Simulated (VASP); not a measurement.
P, 8 atoms in the cell. The cell holds a slab with vacuum, 8 atoms: a = 3.296 Å, b = 4.439 Å, c = 21.746 Å, α = 90.00°, β = 90.00°, γ = 90.00°. 

* Program: VASP 6.6.1
* Task: single point
* Functional: PBE
* Dispersion: D3(BJ)
* Potentials or basis: VASP PAW PBE potentials, release 64 (P)
* Cutoff: 520 eV
* k mesh: 8 × 6 × 1
* Occupations: gaussian, width 0.05 eV
* Spin: no spin polarisation
* Dipole correction: yes
* Further INCAR settings: ALGO = Normal; EDIFF = 1e-07; NBANDS = 30

Potentials or basis: VASP PAW PBE potentials, release 64 (P).

Run with:

```console
$ cat potpaw_PBE.64/P/POTCAR > POTCAR
$ mpirun -np 1 vasp_std > vasp.out
```

Hardware: 1 thread of Intel Xeon 8259CL (shared host).

Problem. Estimate the wall time of this run.

Solution. Run time: 9.5 min on 1 thread of Intel Xeon 8259CL (shared host), peak memory 0.44 GiB. Counts: scf iterations 23, k points 20.
